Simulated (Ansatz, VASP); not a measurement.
# Two plane-wave programs on Nb

INCAR

```
SYSTEM = Nb
ALGO = Normal ; EDIFF = 1E-6
ENCUT = 520 ; ISIF = 2
ISMEAR = -1 ; LASPH = .True.
LCHARG = .False. ; LREAL = .False.
LWAVE = .False. ; NBANDS = 12
NELM = 80 ; PREC = Accurate
SIGMA = 0.05
```

Contents of KPOINTS:

```
k-points
0
Gamma
  18 18 18
  0 0 0
```

POSCAR

```
Nb
1.0
    0.0000000000      1.7457482590      1.7457482590
    1.7457482590      0.0000000000      1.7457482590
    1.7457482590      1.7457482590      0.0000000000
Nb
1
Direct
    0.0000000000      0.0000000000      0.0000000000
```

Input for Ansatz:

```yaml
crystal:
  lattice:
    - [0.0, 1.745748259, 1.745748259]
    - [1.745748259, 0.0, 1.745748259]
    - [1.745748259, 1.745748259, 0.0]
  atoms:
    - { symbol: Nb, position: [0.0, 0.0, 0.0] }
kpoints:
  mp_grid: { grid: [18, 18, 18] }
scf:
  occupations: { method: fermi_dirac, width: 0.05 }
hamiltonian:
  xc: lda
  pseudopotentials: { kind: paw }
output:
  forces: true
  stress: true
  eigenvalues: true
  populations: true
```

Change from the starting cell: volume scaled by 0.6, PAW files.

Alike in both runs: task single point; functional LDA; k mesh 18 × 18 × 18; occupations fermi-dirac, width 0.05 eV; no spin polarisation.

```csv
,VASP,Ansatz
version,VASP 6.6.1,Ansatz 0.2.0
potentials or method,"VASP PAW LDA potentials, release 64 (Nb_sv)","PAW with Ansatz's default frozen-core files, scalar-relativistic"
plane-wave cutoff (eV),520,420
valence electrons in the cell,13,13
```

```csv
,VASP,Ansatz,Ansatz less VASP
pressure (GPa),222.9,221.2,-1.74
```

LDA's correlation is that of Perdew and Zunger in VASP and of Perdew and Wang (1992) in Ansatz. Both programs put the cell under a high pressure, so it lies far from rest at this level.

Noted on VASP's run: the cell as given lies far from equilibrium.
